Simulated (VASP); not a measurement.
Set up this calculation in VASP 6.6.1, as the native input.

```
Task                   : single point
Functional             : PBE
Potentials or basis    : VASP PAW PBE potentials, release 64 (Mo_sv, Si)
Cutoff                 : 520 eV
k mesh                 : 10 × 10 × 10
Occupations            : fermi-dirac, width 0.05 eV
Spin                   : no spin polarisation
Dipole correction      : no
Further INCAR settings : ALGO = Normal; EDIFF = 1e-07; NBANDS = 18
```

The structure of Si2Mo (fluorite type) lies in POSCAR:

```
Si2Mo
1.0
    0.0000000000      2.8678176590      2.8678176590
    2.8678176590      0.0000000000      2.8678176590
    2.8678176590      2.8678176590      0.0000000000
Mo Si
1 2
Direct
    0.0000000000      0.0000000000      0.0000000000
    0.2500000000      0.2500000000      0.2500000000
    0.7500000000      0.7500000000      0.7500000000
```

This cell differs from its parent crystal: volume scaled by 0.94.

One way to write it, as run:

INCAR

```
PREC     = Accurate       # precision mode
ENCUT    = 520            # plane-wave cutoff, eV
EDIFF    = 1E-7           # SCF threshold, eV
ISMEAR   = -1             # smearing method
SIGMA    = 0.05           # smearing width, eV
LREAL    = False          # projectors in reciprocal space
LASPH    = True           # aspherical terms in the spheres
NELM     = 100            # most SCF steps
ALGO     = Normal         # electronic algorithm
ISIF     = 2              # what is computed and relaxed
LWAVE    = False          # write WAVECAR
LCHARG   = True           # write CHGCAR
GGA      = PE             # functional
LELF     = True           # ELF
LVHAR    = True         
NBANDS   = 18             # bands
```

KPOINTS

```
Automatic mesh
0
Gamma
  10 10 10
```

Potentials or basis: VASP PAW PBE potentials, release 64 (Mo_sv, Si).

Run with:

```bash
$ cat potpaw_PBE.64/Mo_sv/POTCAR potpaw_PBE.64/Si/POTCAR > POTCAR
$ mpirun -np 1 vasp_std > vasp.out
```

Results of the run:

| Quantity | Value |
| --- | --- |
| Pressure | 9.7 GPa |
| Band gap on the k mesh | zero (band 11 reaches 10.64 eV, above the bottom of band 12 at 9.11 eV) |

Run time: 18 s on 1 thread of AMD EPYC 9R45 96-Core Processor (Zen 5) (shared host), peak memory 0.16 GiB.
